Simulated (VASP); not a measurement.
Here is a VASP 6.6.1 calculation.

The input INCAR:

```
SYSTEM = SiC30
  PREC = Accurate
  ENCUT = 520
  EDIFF = 1E-7
  ISMEAR = 0
  SIGMA = 0.02
  LREAL = Auto
  LASPH = .True.
  NELM = 80
  ALGO = Normal
  ISIF = 2
  LWAVE = .False.
  LCHARG = .True.
  GGA = PE
  IVDW = 12
  LELF = .True.
  LVHAR = .True.
  NBANDS = 83
```

File KPOINTS:

```
Automatic mesh
0
Gamma
  2 2 2
  0.5 0.5 0.5
```

POSCAR

```
SiC30
1.0
    5.6709571555      0.0000000000     -3.4026574436
   -2.8677434780     -4.9298468454     -3.3594911955
   -2.8677434780      4.9298468454     -3.3594911955
Si C
1 30
Direct
    0.3737635658      0.1275780040      0.4986204398
    0.6516158885      0.7912388202      0.5249153854
    0.9081772205      0.5358157067      0.5330580660
    0.4502670412      0.3094814193      0.3089814625
    0.1358720814      0.2610385095      0.5273520618
    0.6669106198      0.0367598676      0.2774608026
    0.9122159982      0.7844537761      0.2845685771
    0.4232504145      0.5512398518      0.0482637062
    0.1678699034      0.5351200975      0.2929706957
    0.6697318366      0.3003041821      0.0376102288
    0.9149878570      0.0430370732      0.0399300980
    0.4233041352      0.8146950792      0.8000500855
    0.1703135545      0.7952878855      0.0479363262
    0.6627033370      0.5528027633      0.7877557137
    0.9085067665      0.2962093642      0.7905185056
    0.1654327255      0.0497627529      0.8048497479
    0.5634309441      0.9460437189      0.4222180903
    0.8240685893      0.7041642272      0.4491119485
    0.0721727944      0.4406057906      0.4489763133
    0.5949062745      0.2187040384      0.2054823263
    0.8347375494      0.9551191638      0.2026126592
    0.0845718247      0.7026074949      0.2096259379
    0.5877755770      0.4709491392      0.9600993192
    0.3475148438      0.4642211245      0.2207836204
    0.8323949501      0.2123750482      0.9573356905
    0.0817632605      0.9591523226      0.9637796795
    0.5793415403      0.7202769209      0.7044357432
    0.3392396012      0.7195191843      0.9640856202
    0.8243532880      0.4600997751      0.7020187469
    0.0673531448      0.2055284345      0.7067490921
    0.3448241356      0.9941798620      0.7362147076
```

Potentials or basis: VASP PAW PBE potentials, release 64 (Si, C).

Run with:

```sh
$ cat potpaw_PBE.64/Si/POTCAR potpaw_PBE.64/C/POTCAR > POTCAR
$ mpirun -np 1 vasp_std > vasp.out
```

(1) Predict the band gap on the k mesh.

(2) What does it give for the pressure?

## Answers

(1) 0.52 eV.

(2) 1.1 GPa.

Caveat: the cell differs from its parent crystal (atoms taken out, then relaxed in part).
